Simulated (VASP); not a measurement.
# SrCl2 (R-3m) in VASP: notebook

The runs below take SrCl2 through relaxation of shape and atoms at fixed volume, relaxation of cell and atoms, with PBEsol.

Everything below comes from runs of VASP 6.6.1. Logs are shortened: lines on timing, memory, paths and dates and some standing lists are left out, and cuts for length are marked.

## 1. The cell of the first run

The typed cell holds 3 atoms: a = 4.820 Å, b = 4.820 Å, c = 4.820 Å, α = 59.97°, β = 59.97°, γ = 59.97°.

## 2. Relaxation of shape and atoms at fixed volume, PBEsol (26.37 Å³/atom)

Input file INCAR:

```
SYSTEM = SrCl2
PREC = Accurate
ENCUT = 600
EDIFF = 1E-6
ISMEAR = 0
SIGMA = 0.05
LREAL = .False.
LASPH = .True.
NELM = 100
ALGO = Normal
ISIF = 4
LWAVE = .False.
LCHARG = .False.
GGA = PS
IBRION = 2
NSW = 60
EDIFFG = -0.01
```

Input file KPOINTS:

```
regular mesh
0
Gamma
  8 8 8
  0 0 0
```

Input file POSCAR:

```
SrCl2
1.0
    2.4086991391      1.3906630963      3.9362042441
   -2.4086991391      1.3906630963      3.9362042441
    0.0000000000     -2.7813261927      3.9362042441
Sr Cl
1 2
Direct
    0.0000000000      0.0000000000      0.0000000000
    0.2499365507      0.2499365507      0.2499365507
    0.7500634493      0.7500634493      0.7500634493
```

Potentials or basis: VASP PAW PBE potentials, release 64 (Sr_sv, Cl).

Started as:

```bash
cat potpaw_PBE.64/Sr_sv/POTCAR potpaw_PBE.64/Cl/POTCAR > POTCAR
mpirun -np 1 vasp_std > vasp.out
```

OUTCAR:

```text
SYSTEM = SrCl2
   PREC = Accurate
   ENCUT = 600
   EDIFF = 1E-6
   ISMEAR = 0
   LREAL = .False.
   LASPH = .True.
   NELM = 100
   ISIF = 4
   GGA = PS
   IBRION = 2
   NSW = 60
   EDIFFG = -0.01

 ion  position               nearest neighbor table
   1  0.000  0.000  0.000-   3 2.95   2 2.95   3 2.95   3 2.95   2 2.95   2 2.95   3 2.95   2 2.95

   2  0.250  0.250  0.250-   1 2.95   1 2.95   1 2.95   1 2.95
   3  0.750  0.750  0.750-   1 2.95   1 2.95   1 2.95   1 2.95

  LATTYP: Found a trigonal (rhomboedric) cell.
 ALAT       =     4.8196970072
 COS(alpha) =     0.5004768310

  Lattice vectors:

 A1 = (   2.4086991391,   1.3906630963,   3.9362042441)
 A2 = (  -2.4086991391,   1.3906630963,   3.9362042441)
 A3 = (   0.0000000000,  -2.7813261927,   3.9362042441)

Analysis of symmetry for initial positions (statically):
=====================================================================
 Subroutine PRICEL returns:
 Original cell was already a primitive cell.

 Routine SETGRP: Setting up the symmetry group for a
 trigonal (rhombohedral) supercell.

 Subroutine GETGRP returns: Found 12 space group operations
 (whereof 12 operations were pure point group operations)
 out of a pool of 12 trial point group operations.

The static configuration has the point symmetry D_3d.

Analysis of symmetry for dynamics (positions and initial velocities):
=====================================================================
 Subroutine PRICEL returns:
 Original cell was already a primitive cell.

 Routine SETGRP: Setting up the symmetry group for a
 trigonal (rhombohedral) supercell.

 Subroutine GETGRP returns: Found 12 space group operations
 (whereof 12 operations were pure point group operations)
 out of a pool of 12 trial point group operations.

The dynamic configuration has the point symmetry D_3d.

 Subroutine INISYM returns: Found 12 space group operations
 (whereof 12 operations are pure point group operations),
 and found     1 'primitive' translations

----------------------------------------------------------------------------------------

                                     Primitive cell

  volume of cell :      79.1104

  direct lattice vectors                    reciprocal lattice vectors
[... 83 lines left out ...]
   ISPIN  =      1    spin polarized calculation?
   LNONCOLLINEAR =      F non collinear calculations
   LSORBIT =      F    spin-orbit coupling
   LASPH  =      T    aspherical Exc in radial PAW
   ENCUT  =  600.0 eV  44.10 Ry    6.64 a.u.   9.63  9.63  9.63*2*pi/ulx,y,z
   NELM   =    100;   NELMIN=  2; NELMDL= -5     # of ELM steps
   EDIFF  = 0.1E-05   stopping-criterion for ELM
   LREAL  =      F    real-space projection
   EDIFFG = -.1E-01   stopping-criterion for IOM
   NSW    =     60    number of steps for IOM
   IBRION =      2    ionic relax: 0-MD 1-quasi-New 2-CG
   NFREE  =      1    steps in history (QN), initial steepest desc. (CG)
   ISIF   =      4    stress and relaxation
   ISYM   =      2    0-nonsym 1-usesym 2-fastsym
   POTIM  = 0.5000    time-step for ionic-motion
   TEBEG  =    0.0;   TEEND  =   0.0 temperature during run
   PSTRESS=    0.0 pullay stress
   NELECT =      24.0000    total number of electrons
   NUPDOWN=      -1.0000    fix difference up-down
   EMIN   =  10.00;   EMAX   =-10.00  energy-range for DOS
   EFERMI =   0.00;   METHOD = LEGACY
   ISMEAR =     0;   SIGMA  =   0.05  broadening in eV -4-tet -1-fermi 0-gaus
   EFERMI_NEDOS =   21; number of points for ismear=-14 and -15
   IALGO  =     38    algorithm
   IMIX   =      4    mixing-type and parameters
     AMIX     =   0.40;   BMIX     =  1.00
     AMIX_MAG =   1.60;   BMIX_MAG =  1.00
  volume/ion in A,a.u.               =      26.37       177.95
  Fermi-wavevector in a.u.,A,eV,Ry     =   1.100021  2.078737 16.463664  1.210045
  Thomas-Fermi vector in A             =   2.236425
   LORBIT       =      0    0 simple, 1 ext, 2 COOP (PROOUT), +10 PAW based schemes
   GGA     = PS    functional components
   LHFCALC =     F    Hartree Fock is set to
   AEXX    =    0.0000 exact exchange contribution
   IVDW    =     0    specifies the selected vdW correction
   LEPSILON=     F    determine dielectric tensor
   LRPA    =     F    only Hartree local field effects (RPA)
 conjugate gradient relaxation of ions
 non-spin polarized calculation
 Gauss-broadening in eV      SIGMA  =   0.05
  energy-cutoff  :      600.00
  volume of cell :       79.11
 maximum number of plane-waves:      2685
 NGX is ok and might be reduce to    40
   NGX = 19   NGY = 19   NGZ = 19

 number of electron      23.9999998 magnetization

 Free energy of the ion-electron system (eV)
  ---------------------------------------------------
  ext. energy  EPLUGINS =         0.00000000
  ---------------------------------------------------
  free energy    TOTEN  =       -13.32154742 eV

  energy without entropy =      -13.32154742  energy(sigma->0) =      -13.32154742

 E-fermi :   0.8262     XC(G=0):  -8.8088

 val. band max:        0.5675551414   @ k =   0.5000   0.5000  -0.0000
 cond. band min:       5.8692921975   @ k =   0.5000   0.5000  -0.0000
 fundamental gap:      5.3017370561
 Fermi energy:         0.8261718403

 k-point     1 :       0.0000    0.0000    0.0000
  band No.  band energies     occupation
      1     -32.0166      2.00000
      2     -14.0683      2.00000
      3     -14.0683      2.00000
      4     -14.0683      2.00000
      5     -12.9635      2.00000
      6     -11.9393      2.00000
[... 433 lines left out ...]
      3     -14.1326      2.00000
      4     -14.0808      2.00000
      5     -12.4269      2.00000
      6     -12.0702      2.00000
[... 8 lines left out ...]
     15       7.3602      0.00000
     16       8.7204      0.00000

 [... further k-points ...]
[... 5 lines left out ...]
  --------------------------------------------------------------------------------------
  -------------------------------------------------------------------------------------
  Total        0.9486408      0.9486408      0.9426765      0.0000000     -0.0000000     -0.0000000
  in kB       19.2122858     19.2122858     19.0914927      0.0000000     -0.0000000     -0.0000000
  external PRESSURE =      19.1720214 kB  Pullay stress =       0.0000000 kB

 VOLUME and BASIS-vectors are now :
 -----------------------------------------------------------------------------
  energy-cutoff  :      600.00
  volume of cell :       79.11
      direct lattice vectors                 reciprocal lattice vectors
     2.408699139  1.390663096  3.936204244     0.207580927  0.119846904  0.084683953
    -2.408699139  1.390663096  3.936204244    -0.207580927  0.119846904  0.084683953
     0.000000000 -2.781326193  3.936204244     0.000000000 -0.239693808  0.084683953

 POSITION                                       TOTAL-FORCE (eV/Angst)
 -----------------------------------------------------------------------------------
      0.00000      0.00000      0.00000         0.000000      0.000000      0.000000
      0.00000     -0.00000      2.95140         0.000000     -0.000000      0.000793
      0.00000     -0.00000      8.85721         0.000000      0.000000     -0.000793
 -----------------------------------------------------------------------------------
    total drift:                                0.000000      0.000000     -0.000000

  FREE ENERGIE OF THE ION-ELECTRON SYSTEM (eV)
  ---------------------------------------------------
  free  energy   TOTEN  =       -13.3215474201 eV

  energy  without entropy=      -13.3215474201  energy(sigma->0) =      -13.32154742

 reached required accuracy - stopping structural energy minimisation
```

OSZICAR:

```text
N       E                     dE             d eps       ncg     rms          rms(c)
DAV:   1     0.157114453575E+03    0.15711E+03   -0.12665E+04  2080   0.151E+03
DAV:   2    -0.418260806711E+01   -0.16130E+03   -0.15844E+03  2768   0.263E+02
DAV:   3    -0.132169085322E+02   -0.90343E+01   -0.90267E+01  2920   0.659E+01
DAV:   4    -0.135323438840E+02   -0.31544E+00   -0.31538E+00  3800   0.973E+00
DAV:   5    -0.135343935718E+02   -0.20497E-02   -0.20497E-02  2976   0.726E-01    0.163E+01
DAV:   6    -0.133171594508E+02    0.21723E+00   -0.52821E-01  2768   0.430E+00    0.102E+01
DAV:   7    -0.133195783776E+02   -0.24189E-02   -0.34924E-01  3088   0.392E+00    0.137E+00
DAV:   8    -0.133187845845E+02    0.79379E-03   -0.53972E-02  2624   0.136E+00    0.293E-01
DAV:   9    -0.133203031122E+02   -0.15185E-02   -0.16725E-03  2832   0.280E-01    0.114E-01
DAV:  10    -0.133214327174E+02   -0.11296E-02   -0.10303E-03  2504   0.186E-01    0.350E-02
DAV:  11    -0.133215330391E+02   -0.10032E-03   -0.12187E-04  2952   0.579E-02    0.316E-02
DAV:  12    -0.133215451853E+02   -0.12146E-04   -0.20351E-05  2552   0.243E-02    0.476E-03
DAV:  13    -0.133215472696E+02   -0.20843E-05   -0.26869E-06  2712   0.953E-03    0.389E-03
DAV:  14    -0.133215474201E+02   -0.15046E-06   -0.49283E-07  1992   0.415E-03
   1 F= -.13321547E+02 E0= -.13321547E+02  d E =-.133215E+02
```

Wall time 3 min (1 thread of Intel Xeon 8259CL, shared host); peak memory 0.3 GiB.

What came out:

```
Free energy             : -13.3215 eV
Pressure after relaxing : 1.9 GPa
Band gap on the k mesh  : 5.30 eV
```

Final structure:
```xyz
3
Lattice="2.4087 1.3907 3.9362 -2.4087 1.3907 3.9362 0.0000 -2.7813 3.9362" Properties=species:S:1:pos:R:3 pbc="T T T"
Sr    0.0000    0.0000    0.0000
Cl    0.0000    0.0000    2.9514
Cl    0.0000    0.0000    8.8572
```

Caveat: the relaxation stopped at its first step, so nothing moved; the PAW data sets were made with another functional, which shifts forces and pressure a little.

## 3. Relaxation of shape and atoms at fixed volume, PBEsol (26.92 Å³/atom)

This run uses another cell than the first one, of 26.92 Å³/atom.

Input file INCAR:

```
SYSTEM = SrCl2
  PREC = Accurate
  ENCUT = 600
  EDIFF = 1E-6
  ISMEAR = 0
  SIGMA = 0.05
  LREAL = .False.
  LASPH = .True.
  NELM = 80
  ALGO = Normal
  ISIF = 4
  LWAVE = .False.
  LCHARG = .False.
  GGA = PS
  IBRION = 2
  NSW = 60
  EDIFFG = -0.01
```

KPOINTS is that of step 2.

Input file POSCAR:

```
SrCl2
1.0
    2.4253113822      1.4002541794      3.9633513381
   -2.4253113822      1.4002541794      3.9633513381
    0.0000000000     -2.8005083588      3.9633513381
Sr Cl
1 2
Direct
    0.0000000000      0.0000000000      0.0000000000
    0.2499365507      0.2499365507      0.2499365507
    0.7500634493      0.7500634493      0.7500634493
```

Potentials or basis: VASP PAW PBE potentials, release 64 (Sr_sv, Cl).

Started as:

```bash
cat potpaw_PBE.64/Sr_sv/POTCAR potpaw_PBE.64/Cl/POTCAR > POTCAR
mpirun -np 1 vasp_std > vasp.out
```

Run time: 2.8 min. Hardware: 1 thread of Intel Xeon 8259CL, shared host; peak memory 0.3 GiB.

Results (log left out):

```yaml
Free_energy: -13.3366 eV
Pressure_after_relaxing: 1.0 GPa
Band_gap_on_the_k_mesh: 5.32 eV
```

Final structure:
```
CELL_PARAMETERS angstrom
2.42531 1.40025 3.96335
-2.42531 1.40025 3.96335
0.00000 -2.80051 3.96335
ATOMIC_POSITIONS crystal
Sr 0.00000 0.00000 0.00000
Cl 0.24994 0.24994 0.24994
Cl 0.75006 0.75006 0.75006
```

Levels at points of the mesh, in eV from the valence-band top:
```tsv
k point	band 8	band 9	band 10	band 11	band 12	band 13	band 14	band 15	band 16
(0.00, 0.00, 0.00)	-2.35	-2.35	-0.36	-0.36	-0.36	5.32	5.94	5.94	8.96
(0.50, 0.00, 0.00)	-1.75	-1.63	-1.44	-1.14	-1.14	6.63	6.64	7.58	7.76
(0.50, 0.50, 0.00)	-2.03	-2.03	-0.46	-0.45	0.00	5.32	7.05	7.63	8.08
(0.50, 0.50, 0.50)	-1.75	-1.63	-1.44	-1.14	-1.14	6.63	6.63	7.58	7.76
```

Caveat: the relaxation stopped at its first step, so nothing moved; the PAW data sets were made with another functional, which shifts forces and pressure a little. A k mesh can miss the band edges.

## 4. Relaxation of cell and atoms, PBEsol

This run uses another cell than the first one, of 27.47 Å³/atom.

Input file INCAR:

```
SYSTEM = SrCl2
ALGO = Normal
EDIFF = 1E-6
EDIFFG = -0.01
ENCUT = 600
GGA = PS
IBRION = 2
ISIF = 3
ISMEAR = 0
LASPH = .True.
LCHARG = .False.
LREAL = .False.
LWAVE = .False.
NELM = 100
NSW = 50
PREC = Accurate
SIGMA = 0.05
```

Input file KPOINTS:

```
k-points
0
Gamma
  8 8 8
  0 0 0
```

Input file POSCAR:

```
SrCl2
1.0
    2.4416991184      1.4097156433      3.9901315514
   -2.4416991184      1.4097156433      3.9901315514
    0.0000000000     -2.8194312866      3.9901315514
Sr Cl
1 2
Direct
    0.0000000000      0.0000000000      0.0000000000
    0.2499365507      0.2499365507      0.2499365507
    0.7500634493      0.7500634493      0.7500634493
```

Started as:

```bash
cat potpaw_PBE.64/Sr_sv/POTCAR potpaw_PBE.64/Cl/POTCAR > POTCAR
mpirun -np 1 vasp_std > vasp.out
```

Wall time 3.4 min (1 thread of Intel Xeon 8259CL, shared host); peak memory 0.31 GiB.

The run converged. Its results:

| Property | Result |
| --- | --- |
| Free energy | -13.3429 eV |
| Relaxed volume | 27.59 Å³/atom |
| Relaxed cell | a = 4.893 Å, b = 4.893 Å, c = 4.893 Å, α = 59.97°, β = 59.97°, γ = 59.97° |
| Space group after relaxing (to 0.1 Å) | Fm-3m (No. 225) |
| Energy gained by relaxing | 0.1 meV/atom |
| Ionic steps | 2 |
| Pressure after relaxing | 0.0 GPa |
| Band gap on the k mesh | 5.23 eV (least direct gap 5.34 eV) |

Step by step:
| step | energy change (eV) | largest force (eV/Å) | pressure (GPa) | volume (Å³) |
| --- | --- | --- | --- | --- |
| 1 | 0.0000 | 0.0011 | 0.18 | 82.41 |
| 2 | -0.0002 | 0.0011 | 0.01 | 82.77 |

Final structure:
```cif
data_structure
_symmetry_space_group_name_H-M 'P 1'
_symmetry_Int_Tables_number 1
_cell_length_a 4.8927
_cell_length_b 4.8927
_cell_length_c 4.8927
_cell_angle_alpha 59.972
_cell_angle_beta 59.972
_cell_angle_gamma 59.972
_cell_volume 82.77
loop_
_atom_site_label
_atom_site_type_symbol
_atom_site_fract_x
_atom_site_fract_y
_atom_site_fract_z
_atom_site_occupancy
Sr1 Sr 0.00000 0.00000 0.00000 1
Cl1 Cl 0.24994 0.24994 0.24994 1
Cl2 Cl 0.75006 0.75006 0.75006 1
```

Levels at points of the mesh, in eV from the valence-band top:
| k point | band 9 | band 10 | band 11 | band 12 | band 13 | band 14 | band 15 | band 16 |
| --- | --- | --- | --- | --- | --- | --- | --- | --- |
| (0.00, 0.00, 0.00) | -2.26 | -0.35 | -0.35 | -0.35 | 5.23 | 5.96 | 5.96 | 8.92 |
| (0.50, 0.00, 0.00) | -1.59 | -1.40 | -1.11 | -1.10 | 6.62 | 6.63 | 7.50 | 7.74 |
| (0.50, 0.50, 0.00) | -1.97 | -0.43 | -0.43 | 0.00 | 5.34 | 6.99 | 7.57 | 8.01 |
| (0.50, 0.50, 0.50) | -1.59 | -1.40 | -1.10 | -1.10 | 6.62 | 6.62 | 7.50 | 7.73 |

Caveat: the PAW data sets were made with another functional, which shifts forces and pressure a little.

[end of part 1 of 2]
